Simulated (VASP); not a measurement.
# SrO in VASP: settings compared

SrO is run at these levels: LDA, PBEsol, BLYP+D3(BJ); tasks: single point, relaxation of cell and atoms.

All numbers are computed with VASP 6.6.1; they aren't measurements. Logs are shortened: lines on timing, memory, paths and dates and some standing lists are left out, and cuts for length are marked.

### 1 The cell of the first run

The typed cell holds 4 atoms: a = 4.191 Å, b = 4.191 Å, c = 5.045 Å, α = 90.00°, β = 90.00°, γ = 120.01°.

### 2 Single point, LDA

File INCAR:

```
ALGO     = Normal         # electronic algorithm
EDIFF    = 1E-6           # SCF threshold, eV
ENCUT    = 520            # plane-wave cutoff, eV
GGA      = CA             # functional
ISIF     = 2              # what is computed and relaxed
ISMEAR   = 0              # smearing method
ISYM     = 0            
LASPH    = True           # aspherical terms in the spheres
LCHARG   = False          # write CHGCAR
LREAL    = False          # projectors in reciprocal space
LWAVE    = False          # write WAVECAR
NBANDS   = 24             # bands
NELM     = 100            # most SCF steps
PREC     = Accurate       # precision mode
SIGMA    = 0.01           # smearing width, eV
```

File KPOINTS:

```
Automatic mesh
0
Gamma
  4 4 3
  0.5 0.5 0.5
```

File POSCAR:

```
SrO
1.0
    4.1907771003     -0.0003600663      0.0000000000
   -2.0957003718      3.6291394001      0.0000000000
    0.0000000000      0.0000000000      5.0452134356
Sr O
2 2
Direct
    0.3333327950      0.6666672050      0.9376346993
    0.6666672050      0.3333327950      0.4376346993
    0.3333870662      0.6666129338      0.4373653007
    0.6666129338      0.3333870662      0.9373653007
```

Potentials or basis: VASP PAW LDA potentials, release 64 (Sr_sv, O).

Run with:

```bash
cat potpaw_LDA.64/Sr_sv/POTCAR potpaw_LDA.64/O/POTCAR > POTCAR
mpirun -np 1 vasp_std > vasp.out
```

OUTCAR:

```text
EDIFF = 1E-6
   ENCUT = 520
   GGA = CA
   ISIF = 2
   ISMEAR = 0
   ISYM = 0
   LASPH = True
   LREAL = False
   NELM = 100
   PREC = Accurate

 ion  position               nearest neighbor table
   1  0.333  0.667  0.938-   4 2.42   4 2.42   4 2.42   3 2.52   3 2.52   2 3.50   2 3.50   2 3.50
                             2 3.50   2 3.50   2 3.50
   2  0.667  0.333  0.438-   3 2.42   3 2.42   3 2.42   4 2.52   4 2.52   1 3.50   1 3.50   1 3.50
                             1 3.50   1 3.50   1 3.50
   3  0.333  0.667  0.437-   2 2.42   2 2.42   2 2.42   1 2.52   1 2.52
   4  0.667  0.333  0.937-   1 2.42   1 2.42   1 2.42   2 2.52   2 2.52

IMPORTANT INFORMATION: All symmetrisations will be switched off!
NOSYMM: (Re-)initialisation of all symmetry stuff for point group C_1.

----------------------------------------------------------------------------------------

                                     Primitive cell

  volume of cell :      76.7284

  direct lattice vectors                    reciprocal lattice vectors
     4.190777100 -0.000360066  0.000000000     0.238631069  0.137801050  0.000000000
    -2.095700372  3.629139400  0.000000000     0.000023676  0.275561092  0.000000000
     0.000000000  0.000000000  5.045213436     0.000000000  0.000000000  0.198207670

  length of vectors
     4.190777116  4.190777116  5.045213436     0.275561093  0.275561093  0.198207670

  position of ions in fractional coordinates (direct lattice)
     0.333332795  0.666667205  0.937634699
     0.666667205  0.333332795  0.437634699
     0.333387066  0.666612934  0.437365301
     0.666612934  0.333387066  0.937365301

  ion indices of the primitive-cell ions
   primitive index   ion index
                 1           1
                 2           2
                 3           3
                 4           4

----------------------------------------------------------------------------------------

 KPOINTS: Automatic mesh

Automatic generation of k-mesh.
 Grid dimensions read from file:
 generate k-points for:    4    4    3

 Generating k-lattice:

  Cartesian coordinates                     Fractional coordinates (reciprocal lattice)
     0.059657767  0.034450262  0.000000000     0.250000000  0.000000000  0.000000000
     0.000005919  0.068890273  0.000000000    -0.000000000  0.250000000  0.000000000
     0.000000000  0.000000000  0.066069223     0.000000000  0.000000000  0.333333333

  Length of vectors
     0.068890273  0.068890273  0.066069223

  Shift w.r.t. Gamma in fractional coordinates (k-lattice)
     0.500000000  0.500000000  0.500000000

 Subroutine IBZKPT returns following result:
 ===========================================

 Found     24 irreducible k-points:

 Following reciprocal coordinates:
            Coordinates               Weight
  0.125000  0.125000  0.166667      2.000000
 -0.125000 -0.125000  0.166667      2.000000
  0.375000  0.125000  0.166667      2.000000
 -0.375000 -0.125000  0.166667      2.000000
  0.125000  0.375000 -0.166667      2.000000
 -0.125000 -0.375000 -0.166667      2.000000
[... 16 lines left out ...]
  0.375000  0.375000  0.500000      2.000000
 -0.375000  0.375000  0.500000      2.000000
   k-points           NKPTS =     24   k-points in BZ     NKDIM =     24   number of bands    NBANDS=     24
   number of dos      NEDOS =    301   number of ions     NIONS =      4
   total plane-waves  NPLWV =  40960
   dimension x,y,z NGX =    32 NGY =   32 NGZ =   40
   dimension x,y,z NGXF=    64 NGYF=   64 NGZF=   80
   ions per type =               2   2
   NGX,Y,Z   is equivalent  to a cutoff of  12.69, 12.69, 13.18 a.u.
   NGXF,Y,Z  is equivalent  to a cutoff of  25.39, 25.39, 26.36 a.u.
 SYSTEM =  unknown system
   PREC   = accura    normal or accurate (medium, high low for compatibility)
   ISTART =      0    job   : 0-new  1-cont  2-samecut
   ICHARG =      2    charge: 1-file 2-atom 10-const
   ISPIN  =      1    spin polarized calculation?
   LNONCOLLINEAR =      F non collinear calculations
   LSORBIT =      F    spin-orbit coupling
   LASPH  =      T    aspherical Exc in radial PAW
   ENCUT  =  520.0 eV  38.22 Ry    6.18 a.u.   7.79  7.79  9.38*2*pi/ulx,y,z
   NELM   =    100;   NELMIN=  2; NELMDL= -5     # of ELM steps
   EDIFF  = 0.1E-05   stopping-criterion for ELM
   LREAL  =      F    real-space projection
   EDIFFG = 0.1E-04   stopping-criterion for IOM
   NSW    =      0    number of steps for IOM
   IBRION =     -1    ionic relax: 0-MD 1-quasi-New 2-CG
   NFREE  =      0    steps in history (QN), initial steepest desc. (CG)
   ISIF   =      2    stress and relaxation
   ISYM   =      0    0-nonsym 1-usesym 2-fastsym
   POTIM  = 0.5000    time-step for ionic-motion
   TEBEG  =    0.0;   TEEND  =   0.0 temperature during run
   PSTRESS=    0.0 pullay stress
   NELECT =      32.0000    total number of electrons
   NUPDOWN=      -1.0000    fix difference up-down
   EMIN   =  10.00;   EMAX   =-10.00  energy-range for DOS
   EFERMI =   0.00;   METHOD = LEGACY
   ISMEAR =     0;   SIGMA  =   0.01  broadening in eV -4-tet -1-fermi 0-gaus
   EFERMI_NEDOS =   21; number of points for ismear=-14 and -15
   IALGO  =     38    algorithm
   IMIX   =      4    mixing-type and parameters
     AMIX     =   0.40;   BMIX     =  1.00
     AMIX_MAG =   1.60;   BMIX_MAG =  1.00
  volume/ion in A,a.u.               =      19.18       129.45
  Fermi-wavevector in a.u.,A,eV,Ry     =   1.223130  2.311381 20.354968  1.496048
  Thomas-Fermi vector in A             =   2.358252
   LORBIT       =      0    0 simple, 1 ext, 2 COOP (PROOUT), +10 PAW based schemes
   GGA     = CA    functional components
   LHFCALC =     F    Hartree Fock is set to
   AEXX    =    0.0000 exact exchange contribution
   IVDW    =     0    specifies the selected vdW correction
   LEPSILON=     F    determine dielectric tensor
   LRPA    =     F    only Hartree local field effects (RPA)
 non-spin polarized calculation
 Gauss-broadening in eV      SIGMA  =   0.01
  energy-cutoff  :      520.00
  volume of cell :       76.73
 maximum number of plane-waves:      2072
   NGX = 15   NGY = 15   NGZ = 19

 number of electron      32.0000004 magnetization

 Free energy of the ion-electron system (eV)
  ---------------------------------------------------
  ext. energy  EPLUGINS =         0.00000000
  ---------------------------------------------------
  free energy    TOTEN  =       -26.40343611 eV

  energy without entropy =      -26.40343611  energy(sigma->0) =      -26.40343611

 E-fermi :   0.5636     XC(G=0):  -9.7277

 val. band max:        0.5142578598   @ k =   0.3750   0.3750   0.1667
 cond. band min:       4.0256479355   @ k =   0.1250  -0.1250   0.1667
 fundamental gap:      3.5113900757
 Fermi energy:         0.5636038023

 k-point     1 :       0.1250    0.1250    0.1667
  band No.  band energies     occupation
      1     -31.1852      2.00000
      2     -31.0275      2.00000
      3     -15.0295      2.00000
      4     -14.8751      2.00000
      5     -13.6520      2.00000
      6     -13.5637      2.00000
[... 16 lines left out ...]
     23       9.5211      0.00000
     24       9.9630      0.00000

 k-point     2 :      -0.1250   -0.1250    0.1667
  band No.  band energies     occupation
      1     -31.1852      2.00000
      2     -31.0275      2.00000
      3     -15.0295      2.00000
      4     -14.8751      2.00000
      5     -13.6520      2.00000
      6     -13.5637      2.00000
[... 16 lines left out ...]
     23       9.5211      0.00000
     24       9.9630      0.00000

 k-point     3 :       0.3750    0.1250    0.1667
  band No.  band energies     occupation
      1     -31.1235      2.00000
      2     -31.0583      2.00000
      3     -15.4586      2.00000
      4     -15.3706      2.00000
      5     -13.7024      2.00000
      6     -13.4602      2.00000
[... 16 lines left out ...]
     23       9.4988      0.00000
     24      10.1356      0.00000

 k-point     4 :      -0.3750   -0.1250    0.1667
  band No.  band energies     occupation
      1     -31.1235      2.00000
      2     -31.0583      2.00000
      3     -15.4586      2.00000
      4     -15.3706      2.00000
      5     -13.7024      2.00000
      6     -13.4602      2.00000
[... 16 lines left out ...]
     23       9.4988      0.00000
     24      10.1356      0.00000

 k-point     5 :       0.1250    0.3750   -0.1667
  band No.  band energies     occupation
      1     -31.1235      2.00000
      2     -31.0583      2.00000
      3     -15.4586      2.00000
      4     -15.3706      2.00000
      5     -13.7024      2.00000
      6     -13.4602      2.00000
[... 16 lines left out ...]
     23       9.4988      0.00000
     24      10.1356      0.00000

 k-point     6 :      -0.1250   -0.3750   -0.1667
  band No.  band energies     occupation
      1     -31.1235      2.00000
      2     -31.0583      2.00000
      3     -15.4586      2.00000
      4     -15.3706      2.00000
      5     -13.7024      2.00000
      6     -13.4602      2.00000
[... 16 lines left out ...]
     23       9.4988      0.00000
     24      10.1356      0.00000
[... 379 lines left out ...]
 k-point    21 :       0.1250   -0.3750    0.5000
  band No.  band energies     occupation
      1     -31.0958      2.00000
      2     -31.0958      2.00000
      3     -15.5751      2.00000
      4     -15.5750      2.00000
      5     -13.4214      2.00000
      6     -13.4214      2.00000
[... 16 lines left out ...]
     23       9.2930      0.00000
     24       9.2930      0.00000

 k-point    22 :      -0.1250    0.1250    0.5000
  band No.  band energies     occupation
      1     -31.1120      2.00000
      2     -31.1120      2.00000
      3     -15.1049      2.00000
      4     -15.1048      2.00000
      5     -13.3358      2.00000
      6     -13.3358      2.00000
[... 16 lines left out ...]
     23      10.3268      0.00000
     24      10.3268      0.00000

 k-point    23 :       0.3750    0.3750    0.5000
  band No.  band energies     occupation
      1     -31.0862      2.00000
      2     -31.0862      2.00000
      3     -15.7767      2.00000
      4     -15.7767      2.00000
      5     -13.5299      2.00000
      6     -13.5298      2.00000
[... 16 lines left out ...]
     23      10.2854      0.00000
     24      10.2854      0.00000

 k-point    24 :      -0.3750    0.3750    0.5000
  band No.  band energies     occupation
      1     -31.0930      2.00000
      2     -31.0930      2.00000
      3     -15.6464      2.00000
      4     -15.6464      2.00000
      5     -13.4031      2.00000
      6     -13.4031      2.00000
[... 16 lines left out ...]
     23       9.5874      0.00000
     24       9.5874      0.00000

------------------------ aborting loop because EDIFF is reached ----------------------------------------

  FORCE on cell =-STRESS in cart. coord.  units (eV):
  Direction    XX          YY          ZZ          XY          YZ          ZX
  --------------------------------------------------------------------------------------
  -------------------------------------------------------------------------------------
  Total        0.3199748      0.3201577      0.3640214      0.0001973      0.0000022     -0.0000046
  in kB        6.6814412      6.6852602      7.6011851      0.0041208      0.0000463     -0.0000952
  external PRESSURE =       6.9892955 kB  Pullay stress =       0.0000000 kB

 VOLUME and BASIS-vectors are now :
 -----------------------------------------------------------------------------
  energy-cutoff  :      520.00
  volume of cell :       76.73
      direct lattice vectors                 reciprocal lattice vectors
     4.190777100 -0.000360066  0.000000000     0.238631069  0.137801050  0.000000000
    -2.095700372  3.629139400  0.000000000     0.000023676  0.275561092  0.000000000
     0.000000000  0.000000000  5.045213436     0.000000000  0.000000000  0.198207670

 POSITION                                       TOTAL-FORCE (eV/Angst)
 -----------------------------------------------------------------------------------
     -0.00021      2.41931      4.73057         0.000776     -0.000452     -0.003704
      2.09529      1.20947      2.20796        -0.000778      0.000452     -0.003705
      0.00013      2.41911      2.20660        -0.000236      0.000138      0.003705
      2.09495      1.20967      4.72921         0.000239     -0.000138      0.003704
 -----------------------------------------------------------------------------------
    total drift:                                0.000001      0.000001     -0.000018

  FREE ENERGIE OF THE ION-ELECTRON SYSTEM (eV)
  ---------------------------------------------------
  free  energy   TOTEN  =       -26.4034361138 eV

  energy  without entropy=      -26.4034361138  energy(sigma->0) =      -26.40343611
```

It took 71 s on 1 thread of Intel Xeon 8259CL, shared host; peak memory 0.19 GiB.

What came out:

```yaml
Free_energy: -26.4034 eV
Pressure: 0.7 GPa
Largest_force: 0.004 eV/Å
Band_gap_on_the_k_mesh: 3.51 eV (least direct gap 3.79 eV)
```

Forces in eV/Å, atoms in the order of the input:
```
Sr   0.001  0.000 -0.004
Sr  -0.001  0.000 -0.004
O    0.000  0.000  0.004
O    0.000  0.000  0.004
```

Levels at points of the mesh, in eV from the valence-band top:
| k point | band 14 | band 15 | band 16 | band 17 | band 18 | band 19 |
| --- | --- | --- | --- | --- | --- | --- |
| (0.12, 0.12, 0.17) | -0.59 | -0.36 | -0.32 | 4.17 | 5.63 | 6.55 |

Caveat: a shifted mesh leaves out Γ, where band edges can lie. A k mesh can miss the band edges.

### 3 Single point, PBEsol

This run uses another cell than the first one, of 19.84 Å³/atom.

File INCAR:

```
SYSTEM = SrO
PREC     = Accurate       ! precision mode
ENCUT    = 520            ! plane-wave cutoff, eV
EDIFF    = 1E-6           ! SCF threshold, eV
ISMEAR   = 0              ! smearing method
SIGMA    = 0.01           ! smearing width, eV
LREAL    = .False.        ! projectors in reciprocal space
LASPH    = .True.         ! aspherical terms in the spheres
NELM     = 60             ! most SCF steps
ALGO     = Normal         ! electronic algorithm
ISIF     = 2              ! what is computed and relaxed
LWAVE    = .False.        ! write WAVECAR
LCHARG   = .False.        ! write CHGCAR
GGA      = PS             ! functional
NBANDS   = 24             ! bands
ISYM     = 0
```

KPOINTS is that of step 2.

File POSCAR:

```
SrO
1.0
    4.2374276845     -0.0001791798      0.0000000000
   -2.1188690116      3.6696304344      0.0000000000
    0.0000000000      0.0000000000      5.1045021153
Sr O
2 2
Direct
    0.3333611397      0.6666388603      0.9377128132
    0.6666388603      0.3333611397      0.4377128132
    0.3333413129      0.6666586871      0.4372871868
    0.6666586871      0.3333413129      0.9372871868
```

Potentials or basis: VASP PAW PBE potentials, release 64 (Sr_sv, O).

Run with:

```bash
cat potpaw_PBE.64/Sr_sv/POTCAR potpaw_PBE.64/O/POTCAR > POTCAR
mpirun -np 1 vasp_std > vasp.out
```

OUTCAR:

```text
SYSTEM = SrO
   PREC = Accurate
   ENCUT = 520
   EDIFF = 1E-6
   ISMEAR = 0
   LREAL = .False.
   LASPH = .True.
   NELM = 60
   ISIF = 2
   GGA = PS
   ISYM = 0

 ion  position               nearest neighbor table
   1  0.333  0.667  0.938-   4 2.45   4 2.45   4 2.45   3 2.55   3 2.55   2 3.54   2 3.54   2 3.54
                             2 3.54   2 3.54   2 3.54
   2  0.667  0.333  0.438-   3 2.45   3 2.45   3 2.45   4 2.55   4 2.55   1 3.54   1 3.54   1 3.54
                             1 3.54   1 3.54   1 3.54
   3  0.333  0.667  0.437-   2 2.45   2 2.45   2 2.45   1 2.55   1 2.55
   4  0.667  0.333  0.937-   1 2.45   1 2.45   1 2.45   2 2.55   2 2.55
[... 809 lines left out ...]
  -------------------------------------------------------------------------------------
  Total        0.2561691      0.2556957      0.2961275     -0.0004108      0.0000008      0.0000017
  in kB        5.1709448      5.1613886      5.9775329     -0.0082922      0.0000152      0.0000351
  external PRESSURE =       5.4366221 kB  Pullay stress =       0.0000000 kB

 VOLUME and BASIS-vectors are now :
 -----------------------------------------------------------------------------
  energy-cutoff  :      520.00
  volume of cell :       79.37
      direct lattice vectors                 reciprocal lattice vectors
     4.237427685 -0.000179180  0.000000000     0.235997990  0.136266809  0.000000000
    -2.118869012  3.669630434  0.000000000     0.000011523  0.272513659  0.000000000
     0.000000000  0.000000000  5.104502115     0.000000000  0.000000000  0.195905492

 POSITION                                       TOTAL-FORCE (eV/Angst)
 -----------------------------------------------------------------------------------
      0.00007      2.44626      4.78656        -0.000296      0.000172     -0.005117
      2.11849      1.22319      2.23431         0.000295     -0.000170     -0.005116
     -0.00005      2.44633      2.23213         0.000199     -0.000116      0.005117
      2.11861      1.22312      4.78438        -0.000198      0.000114      0.005116
 -----------------------------------------------------------------------------------
    total drift:                                0.000000     -0.000001      0.000102

  FREE ENERGIE OF THE ION-ELECTRON SYSTEM (eV)
  ---------------------------------------------------
  free  energy   TOTEN  =       -24.9868179116 eV

  energy  without entropy=      -24.9868179116  energy(sigma->0) =      -24.98681791
```

OSZICAR:

```text
N       E                     dE             d eps       ncg     rms          rms(c)
DAV:   1     0.195118771627E+03    0.19512E+03   -0.16235E+04  1152   0.125E+03
DAV:   2    -0.161942067909E+02   -0.21131E+03   -0.19723E+03  1616   0.289E+02
DAV:   3    -0.299008459987E+02   -0.13707E+02   -0.13618E+02  1824   0.674E+01
DAV:   4    -0.302830205745E+02   -0.38217E+00   -0.38185E+00  1600   0.936E+00
DAV:   5    -0.302883808601E+02   -0.53603E-02   -0.53602E-02  1664   0.102E+00    0.258E+01
DAV:   6    -0.253426478863E+02    0.49457E+01   -0.23105E+01  1336   0.253E+01    0.306E+01
DAV:   7    -0.251378080885E+02    0.20484E+00   -0.18085E+00  1520   0.772E+00    0.184E+01
DAV:   8    -0.249903086287E+02    0.14750E+00   -0.57596E-01  1392   0.507E+00    0.277E+00
DAV:   9    -0.249818727404E+02    0.84359E-02   -0.54290E-02  1624   0.148E+00    0.526E-01
DAV:  10    -0.249863471121E+02   -0.44744E-02   -0.55800E-03  1232   0.450E-01    0.236E-01
DAV:  11    -0.249866166841E+02   -0.26957E-03   -0.14074E-03  1584   0.202E-01    0.118E-01
DAV:  12    -0.249868228624E+02   -0.20618E-03   -0.33002E-04  1176   0.985E-02    0.317E-02
DAV:  13    -0.249868195044E+02    0.33579E-05   -0.13675E-05  1576   0.226E-02    0.188E-02
DAV:  14    -0.249868179741E+02    0.15303E-05   -0.11419E-05  1192   0.201E-02    0.702E-03
DAV:  15    -0.249868179116E+02    0.62521E-07   -0.70756E-07  1064   0.477E-03
   1 F= -.24986818E+02 E0= -.24986818E+02  d E =-.568165E-16
```

stdout:

```text
POSCAR found type information on POSCAR SrO
 POSCAR found :  2 types and       4 ions
 scaLAPACK will be used
 -----------------------------------------------------------------------------
|                                                                             |
|                                                                             |
|     You enforced a specific xc type in the INCAR file but a different       |
|     I HOPE YOU KNOW WHAT YOU ARE DOING!                                     |
|                                                                             |
 -----------------------------------------------------------------------------

 LDA part: xc-table for (Slater+PW92), standard interpolation
 POSCAR, INCAR and KPOINTS ok, starting setup
 FFT: planning ... GRIDC
 FFT: planning ... GRID_SOFT
 FFT: planning ... GRID
 WAVECAR not read
 entering main loop
```

Wall time 90 s (1 thread of Intel Xeon 8259CL, shared host); peak memory 0.21 GiB.

What came out:

```yaml
Free_energy: -24.9868 eV
Pressure: 0.5 GPa
Largest_force: 0.005 eV/Å
Band_gap_on_the_k_mesh: 3.47 eV (least direct gap 3.72 eV)
```

Forces on the atoms (eV/Å):
```
Sr   0.000  0.000 -0.005
Sr   0.000  0.000 -0.005
O    0.000  0.000  0.005
O    0.000  0.000  0.005
```

Stress tensor (GPa, compression positive):
```
0.52 0.00 0.00
0.00 0.52 0.00
0.00 0.00 0.60
```

Caveat: the PAW data sets were made with another functional, which shifts forces and pressure a little; a shifted mesh leaves out Γ, where band edges can lie. A k mesh can miss the band edges.

(Continued in part 2 of 3.)
